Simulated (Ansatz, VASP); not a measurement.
**One calculation of Si4Ge3, two programs**

```
Si Ge
1.0
     5.18150    2.99154    3.19867
    -5.18150    2.99154    3.19867
     0.00000   -5.98308    3.19867
Si Ge
8 6
Direct
  0.16071 0.01786 0.44643
  0.83929 0.98214 0.55357
  0.44643 0.16071 0.01786
  0.55357 0.83929 0.98214
  0.01786 0.44643 0.16071
  0.98214 0.55357 0.83929
  0.87500 0.87500 0.87500
  0.12500 0.12500 0.12500
  0.73214 0.30357 0.58929
  0.26786 0.69643 0.41071
  0.41071 0.26786 0.69643
  0.58929 0.73214 0.30357
  0.69643 0.41071 0.26786
  0.30357 0.58929 0.73214
```

Alike in both runs: task relaxation of cell and atoms; functional PBE; k mesh 3 × 3 × 3; occupations gaussian, width 0.2 eV; no spin polarisation.

|  | VASP | Ansatz |
| --- | --- | --- |
| version | VASP 6.6.1 | Ansatz 0.2.0 |
| potentials or method | VASP PAW PBE potentials, release 64 (Si, Ge_d), cutoff 600 eV | scalar-relativistic, plane waves, PAW |
| valence electrons in the cell | 116 | 116 |

|  | VASP | Ansatz | Ansatz less VASP |
| --- | --- | --- | --- |
| gap on the k mesh at the Fermi level, each at its own relaxed structure (eV) | 0.70 | 0.72 | +0.015 |
| relaxed volume (Å³/atom) | 21.70 | 21.72 | +0.018 |
| relaxed length of the cell vector where the two differ most in proportion (Å) | 6.833 | 6.832 | -0.0003 |
